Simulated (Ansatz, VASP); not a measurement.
C in VASP and in Ansatz

File INCAR:

```
SYSTEM = C
ALGO = Normal ; EDIFF = 1E-6
ENCUT = 600 ; GGA = PE
GGA_COMPAT = .FALSE. ; ISIF = 2
ISMEAR = 0 ; LASPH = .TRUE.
LCHARG = .FALSE. ; LREAL = .FALSE.
LWAVE = .FALSE. ; NBANDS = 11
NELM = 120 ; PREC = Accurate
SIGMA = 0.02
```

File KPOINTS:

```
k-points
0
G
  12 12 12
  0 0 0
```

Contents of POSCAR:

```
C
1.0
    0.0000000000      1.7857874743      1.7857874743
    1.7857874743      0.0000000000      1.7857874743
    1.7857874743      1.7857874743      0.0000000000
C
2
Direct
    0.0000000000      0.0000000000      0.0000000000
    0.2500000000      0.2500000000      0.2500000000
```

Input for Ansatz:

```yaml
crystal:
  lattice:
    - [0.0, 1.7857874743, 1.7857874743]
    - [1.7857874743, 0.0, 1.7857874743]
    - [1.7857874743, 1.7857874743, 0.0]
  atoms:
    - { symbol: C, position: [0.0, 0.0, 0.0] }
    - { symbol: C, position: [0.25, 0.25, 0.25] }
basis:
  ecutwfc: 600.0
kpoints:
  mp_grid: { grid: [12, 12, 12] }
  band_path:
    path:
      - [[0.0, 0.0, 0.0], [0.5, 0.0, 0.5], [0.625, 0.25, 0.625]]
      - [[0.375, 0.375, 0.75], [0.0, 0.0, 0.0], [0.5, 0.5, 0.5], [0.5, 0.25, 0.75], [0.5, 0.0, 0.5]]
    npoints: 10
hamiltonian:
  xc: pbe
  pseudopotentials: { kind: paw }
scf:
  occupations: { method: gaussian, width: 0.02 }
  n_extra_bands: 7
output:
  forces: true
  stress: true
  eigenvalues: true
```

Alike in both runs: task single point; functional PBE; k mesh 12 × 12 × 12; occupations gaussian, width 0.02 eV; no spin polarisation.

```csv
,VASP,Ansatz
version,VASP 6.6.1,Ansatz 0.2.0
potentials or method,"VASP PAW PBE potentials, release 64 (C), cutoff 600 eV","scalar-relativistic, plane waves, PAW"
valence electrons in the cell,8,8
```

```csv
,VASP,Ansatz,Ansatz less VASP
gap on the k mesh at the Fermi level (eV),4.14,4.15,+0.009
least direct gap on the mesh (eV),5.58,5.59,+0.007
pressure (GPa),0.0,0.0,+0.01
```

The functional is the same, so the differences come from potentials, cutoffs and numerics.
